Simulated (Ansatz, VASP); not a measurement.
Two plane-wave programs on W

```
W
1.0
    -1.62037    1.62037    1.62037
     1.62037   -1.62037    1.62037
     1.62037    1.62037   -1.62037
W
1
Direct
  0.00000 0.00000 0.00000
```

Alike in both runs: task relaxation of cell and atoms; functional PBEsol; k mesh 8 × 8 × 8; occupations gaussian, width 0.1 eV; no spin polarisation.

|  | VASP | Ansatz |
| --- | --- | --- |
| version | VASP 6.6.1 | Ansatz 0.2.0 |
| potentials or method | VASP PAW PBE potentials, release 64 (W_sv), cutoff 600 eV | scalar-relativistic, plane waves, PAW |
| valence electrons in the cell | 14 | 14 |

```tsv
	VASP	Ansatz	Ansatz less VASP
gap on the k mesh at the Fermi level, each at its own relaxed structure (eV)	none	none	-
relaxed volume (Å³/atom)	15.75	15.73	-0.017
relaxed cell length with the largest relative difference (Å)	2.735	2.734	-0.0010
```

VASP's potentials were made for PBE, not for PBEsol. A gap of «none» marks a metal or a gap that the smearing closes.

Neither program's run includes spin-orbit coupling.
